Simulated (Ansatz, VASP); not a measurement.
One calculation of Ni, two programs

The input INCAR:

```
SYSTEM = Ni
  ALGO = Normal
  EDIFF = 1E-6
  ENCUT = 520
  GGA = CA
  ISIF = 2
  ISMEAR = -1
  ISPIN = 2
  LASPH = .TRUE.
  LCHARG = .FALSE.
  LMAXMIX = 4
  LORBIT = 11
  LREAL = .FALSE.
  LWAVE = .FALSE.
  MAGMOM = 0.355
  NBANDS = 15
  NELM = 150
  PREC = Accurate
  SIGMA = 0.05
```

The input KPOINTS:

```
k-points
0
G
  18 18 18
  0 0 0
```

POSCAR

```
Ni
1.0
   -1.3613578883      1.3613578883      1.3613578883
    1.3613578883     -1.3613578883      1.3613578883
    1.3613578883      1.3613578883     -1.3613578883
Ni
1
Direct
    0.0000000000      0.0000000000      0.0000000000
```

Input for Ansatz:

```yaml
crystal:
  lattice:
    - [-1.3613578883, 1.3613578883, 1.3613578883]
    - [1.3613578883, -1.3613578883, 1.3613578883]
    - [1.3613578883, 1.3613578883, -1.3613578883]
  atoms:
    - { symbol: Ni, position: [0.0, 0.0, 0.0], spin: 0.355 }
hamiltonian:
  xc: lda
  pseudopotentials:
    kind: paw
    azcp:
      Ni: "pseudopotentials/Ni.paw.azcp"
basis:
  ecutwfc: 420
  fft_grid_basis: typed
kpoints:
  mp_grid: { grid: [18, 18, 18], shift: [0, 0, 0] }
magnetization:
  spin_polarized: true
scf:
  occupations: { method: fermi_dirac, width: 0.05 }
  lower_state_search: "off"
output:
  stress: true
```

Alike in both runs: task single point; functional LDA; k mesh 18 × 18 × 18; occupations fermi-dirac, width 0.05 eV; collinear spin.

|  | VASP | Ansatz |
| --- | --- | --- |
| version | VASP 6.6.1 | Ansatz 0.2.0 |
| potentials or method | VASP PAW LDA potentials, release 64 (Ni), cutoff 520 eV | plane waves (420 eV) with PAW, scalar-relativistic |
| valence electrons in the cell | 10 | 18 |

```tsv
	VASP	Ansatz	Ansatz less VASP
pressure (GPa)	-1.4	-1.3	+0.08
net moment per atom (μB)	0.00	0.00	0.000
```

Ansatz warns that its potentials were made for another functional, while VASP's fit it. LDA's correlation is that of Perdew and Zunger in VASP and of Perdew and Wang (1992) in Ansatz. VASP's potentials hold 10 valence electrons a cell and Ansatz's 18, so a difference there can come from the potentials and not from the codes. Ansatz's warnings: seeded moment not kept.
